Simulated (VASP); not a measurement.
Input of a VASP 6.6.1 run:

Contents of INCAR:

```
PREC = Accurate
ENCUT = 500
EDIFF = 1E-6
ISMEAR = 0
SIGMA = 0.01
LREAL = False
LASPH = True
NELM = 120
ALGO = Normal
ISIF = 2
LWAVE = False
LCHARG = False
GGA = PE
NBANDS = 15
GGA_COMPAT = False
```

KPOINTS

```
regular mesh
0
Gamma
  4 4 4
```

File POSCAR:

```
RbBr
1.0
    0.0000000000      3.5727781098      3.5727781098
    3.5727781098      0.0000000000      3.5727781098
    3.5727781098      3.5727781098      0.0000000000
Rb Br
1 1
Direct
    0.0000000000      0.0000000000      0.0000000000
    0.5000000000      0.5000000000      0.5000000000
```

Potentials or basis: VASP PAW PBE potentials, release 64 (Rb_sv, Br).

Launch:

```sh
$ cat potpaw_PBE.64/Rb_sv/POTCAR potpaw_PBE.64/Br/POTCAR > POTCAR
$ mpirun -np 1 vasp_std > vasp.out
```

(1) Predict the pressure.

(2) What does it give for the band gap on the k mesh?

Answers

(1) -0.6 GPa.

(2) 4.06 eV, direct.
